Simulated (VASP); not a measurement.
# HfN (F-43m) in VASP: vibrations by perturbation theory with PBEsol

Aim: the vibrations by perturbation theory of HfN with PBEsol.

Program: VASP 6.6.1. These are calculated values, not measurements. Logs are shortened: lines on timing, memory, paths and dates and some standing lists are left out, and cuts for length are marked.

**1. The cell of the first run**

Symmetry: F-43m, No. 216, cubic system. Conventional cell: a = 4.910 Å, b = 4.910 Å, c = 4.910 Å, α = 90.00°, β = 90.00°, γ = 90.00°. Within 2.8 Å of Hf (site symmetry -43m) lie 4 N at 2.13 Å. Within 2.8 Å of N (site symmetry -43m) lie 4 Hf at 2.13 Å.

**2. Vibrations by perturbation theory, PBEsol**

Contents of INCAR:

```
SYSTEM = HfN
PREC     = Accurate       ! precision mode
ENCUT    = 520            ! plane-wave cutoff, eV
EDIFF    = 1E-8           ! SCF threshold, eV
ISMEAR   = -1             ! smearing method
SIGMA    = 0.1            ! smearing width, eV
LREAL    = .FALSE.        ! projectors in reciprocal space
LASPH    = .TRUE.         ! aspherical terms in the spheres
NELM     = 80             ! most SCF steps
ALGO     = Normal         ! electronic algorithm
ISIF     = 2              ! what is computed and relaxed
LWAVE    = .FALSE.        ! write WAVECAR
LCHARG   = .TRUE.         ! write CHGCAR
GGA      = PS             ! functional
IBRION   = 8              ! ionic algorithm
NSW      = 1              ! ionic steps
```

Contents of KPOINTS:

```
regular mesh
0
G
  12 12 12
  0 0 0
```

Contents of POSCAR:

```
HfN
1.0
    0.0000000000      2.4548220000      2.4548220000
    2.4548220000      0.0000000000      2.4548220000
    2.4548220000      2.4548220000      0.0000000000
Hf N
1 1
Direct
    0.0000000000      0.0000000000      0.0000000000
    0.7500000000      0.7500000000      0.7500000000
```

Potentials or basis: VASP PAW PBE potentials, release 64 (Hf_pv, N).

The run is started by

```sh
> cat potpaw_PBE.64/Hf_pv/POTCAR potpaw_PBE.64/N/POTCAR > POTCAR
> mpirun -np 1 vasp_std > vasp.out
```

OUTCAR:

```text
SYSTEM = HfN
   PREC = Accurate
   ENCUT = 520
   EDIFF = 1E-8
   ISMEAR = -1
   LREAL = .FALSE.
   LASPH = .TRUE.
   NELM = 80
   ISIF = 2
   GGA = PS
   IBRION = 8
   NSW = 1

 ion  position               nearest neighbor table
   1  0.000  0.000  0.000-   2 2.13   2 2.13   2 2.13   2 2.13
   2  0.750  0.750  0.750-   1 2.13   1 2.13   1 2.13   1 2.13

  LATTYP: Found a face centered cubic cell.
 ALAT       =     4.9096440000

  Lattice vectors:

 A1 = (   0.0000000000,   2.4548220000,   2.4548220000)
 A2 = (   2.4548220000,   0.0000000000,   2.4548220000)
 A3 = (   2.4548220000,   2.4548220000,   0.0000000000)

Analysis of symmetry for initial positions (statically):
=====================================================================
 Subroutine PRICEL returns:
 Original cell was already a primitive cell.

 Routine SETGRP: Setting up the symmetry group for a
 face centered cubic supercell.

 Subroutine GETGRP returns: Found 24 space group operations
 (whereof 24 operations were pure point group operations)
 out of a pool of 48 trial point group operations.

The static configuration has the point symmetry T_d .

Analysis of symmetry for dynamics (positions and initial velocities):
=====================================================================
 Subroutine PRICEL returns:
 Original cell was already a primitive cell.

 Routine SETGRP: Setting up the symmetry group for a
 face centered cubic supercell.

 Subroutine GETGRP returns: Found 24 space group operations
 (whereof 24 operations were pure point group operations)
 out of a pool of 48 trial point group operations.

The dynamic configuration has the point symmetry T_d .

 Subroutine INISYM returns: Found 24 space group operations
 (whereof 24 operations are pure point group operations),
 and found     1 'primitive' translations

----------------------------------------------------------------------------------------
[... 496 lines left out ...]
  external PRESSURE =     -58.4759384 kB  Pullay stress =       0.0000000 kB

 VOLUME and BASIS-vectors are now :
 -----------------------------------------------------------------------------
  energy-cutoff  :      520.00
  volume of cell :       29.59
      direct lattice vectors                 reciprocal lattice vectors
     0.000000000  2.454822000  2.454822000    -0.203680756  0.203680756  0.203680756
     2.454822000  0.000000000  2.454822000     0.203680756 -0.203680756  0.203680756
     2.454822000  2.454822000  0.000000000     0.203680756  0.203680756 -0.203680756

 POSITION                                       TOTAL-FORCE (eV/Angst)
 -----------------------------------------------------------------------------------
      0.00000      0.00000      0.00000         0.000000      0.000000      0.000000
      3.68223      3.68223      3.68223        -0.000000     -0.000000     -0.000000
 -----------------------------------------------------------------------------------
    total drift:                                0.000000      0.000000      0.000000

  FREE ENERGIE OF THE ION-ELECTRON SYSTEM (eV)
  ---------------------------------------------------
  free  energy   TOTEN  =       -22.2610873782 eV

  energy  without entropy=      -22.2360802914  energy(sigma->0) =      -22.24858383

[... ionic steps 2 to 3 ...]

--------------------------------------- Ionic step        4  -------------------------------------------

------------------------ aborting loop because EDIFF is reached ----------------------------------------

[... ionic steps 5 to 6 ...]

--------------------------------------- Ionic step        7  -------------------------------------------

 Free energy of the ion-electron system (eV)
  ---------------------------------------------------
  ---------------------------------------------------
  free energy    TOTEN  =        -0.23538905 eV

  energy without entropy =       -0.23538905

------------------------ aborting loop because EDIFF is reached ----------------------------------------

 INTERNAL STRAIN TENSOR  FOR ION    2  DIRECTION 1   (eV/Angst):
 -----------------------------------------------------------------------------
     0.00057 -0.00000  0.00000
    -0.00000 -0.00092  9.30946
    -0.00000  9.30946 -0.00092

 INTERNAL STRAIN TENSOR FOR ION    2 for displacements in x,y,z  (eV/Angst):
          X           Y           Z          XY          YZ          ZX
  --------------------------------------------------------------------------------
  x     0.00000     0.00000     0.00000     0.00000     9.30946    -0.00000
  y     0.00000     0.00000     0.00000    -0.00000     0.00000     9.30946
  z     0.00000     0.00000     0.00000     9.30946     0.00000     0.00000

 SECOND DERIVATIVES (NOT SYMMETRIZED)
 ------------------------------------
               1X          1Y          1Z          2X          2Y          2Z
  1X   -10.668056    0.000000    0.000000   10.668056    0.000000    0.000000
  1Y     0.000000  -10.668056    0.000000    0.000000   10.668056    0.000000
  1Z     0.000000    0.000000  -10.668056    0.000000    0.000000   10.668056
  2X    10.658644    0.000000    0.000000  -10.658644    0.000000    0.000000
  2Y     0.000000   10.658644    0.000000    0.000000  -10.658644    0.000000
  2Z     0.000000    0.000000   10.658644    0.000000    0.000000  -10.658644

 Eigenvectors and eigenvalues of the dynamical matrix
 ----------------------------------------------------

   1 f  =   14.165581 THz    89.004971 2PiTHz  472.512925 cm-1    58.584110 meV
             X         Y         Z           dx          dy          dz
      0.000000  0.000000  0.000000     0.269806    0.000000    0.000000
      3.682233  3.682233  3.682233    -0.962915   -0.000000   -0.000000
[... 21 lines left out ...]
   6 f/i=    0.001624 THz     0.010205 2PiTHz    0.054175 cm-1     0.006717 meV
             X         Y         Z           dx          dy          dz
      0.000000  0.000000  0.000000    -0.030571   -0.715121    0.644105
      3.682233  3.682233  3.682233    -0.008566   -0.200375    0.180477

--------------------------------------------------------------------------------------------------------

 ELASTIC MODULI CONTR FROM IONIC RELAXATION (kBar)
 Direction    XX          YY          ZZ          XY          YZ          ZX
 --------------------------------------------------------------------------------
 XX          -0.0000     -0.0000      0.0000     -0.0000      0.0000      0.0000
 YY          -0.0000     -0.0000     -0.0000     -0.0000     -0.0000      0.0000
 ZZ           0.0000     -0.0000     -0.0000      0.0000     -0.0000      0.0000
 XY          -0.0000     -0.0000      0.0000   -399.1474     -0.0000      0.0000
 YZ           0.0000     -0.0000     -0.0000     -0.0000   -399.1474     -0.0000
 ZX           0.0000      0.0000      0.0000      0.0000     -0.0000   -399.1474
 --------------------------------------------------------------------------------
```

It took 7 min on 1 thread of Intel Xeon 8259CL, shared host; peak memory 0.37 GiB.

What came out:

```yaml
Highest_phonon_frequency_at_Γ: 473 cm⁻¹
```

Phonon frequencies in cm⁻¹ (negative: imaginary):
| q point | frequencies |
| --- | --- |
| (0.000, 0.000, 0.000) | 0 0 0 473 473 473 |

Caveat: the cell stands under pressure or tension, which shifts response properties; the PAW data sets were made with another functional, which shifts forces and pressure a little; spin-orbit coupling is left out, which moves the levels of the heavy elements.
